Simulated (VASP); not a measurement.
Ag:

```
CELL_PARAMETERS angstrom
-1.65565 1.65565 1.65565
1.65565 -1.65565 1.65565
1.65565 1.65565 -1.65565
ATOMIC_POSITIONS crystal
Ag 0.00000 0.00000 0.00000
```

```yaml
Program: VASP 6.6.1
Task: relaxation of cell and atoms
Functional: RPBE
Dispersion: D3(BJ)
Potentials_or_basis: VASP PAW PBE potentials, release 64 (Ag)
Cutoff: 600 eV
k_mesh: 11 × 11 × 11
Occupations: fermi-dirac, width 0.05 eV
Spin: no spin polarisation
```

At the start: pressure -28.9 GPa; volume 18.15 Å³/atom.

Q: Where does the relaxation end?

A: Over 5 steps the energy falls by 462.8 meV/atom and the volume is 14.20 Å³/atom (-21.8 %); space group Im-3m (No. 229, to 0.05 Å).

Step by step:
| step | energy change (eV) | largest force (eV/Å) | pressure (GPa) | volume (Å³) |
| --- | --- | --- | --- | --- |
| 1 | 0.0000 | 0.0000 | -28.92 | 18.15 |
| 2 | 0.5271 | 0.0000 | 123.72 | 10.83 |
| 3 | -0.4602 | 0.0000 | -3.51 | 14.44 |
| 4 | -0.4624 | 0.0000 | -1.38 | 14.29 |
| 5 | -0.4628 | 0.0000 | 0.01 | 14.20 |

Final structure:
```
CELL_PARAMETERS angstrom
-1.52561 1.52561 1.52561
1.52561 -1.52561 1.52561
1.52561 1.52561 -1.52561
ATOMIC_POSITIONS crystal
Ag 0.00000 0.00000 0.00000
```

Caveat: the volume moved by over 15 % at a fixed basis, so the end points are rough; the PAW data sets were made with another functional, which shifts forces and pressure a little; pairwise dispersion overbinds metals, which lowers pressure and volume.
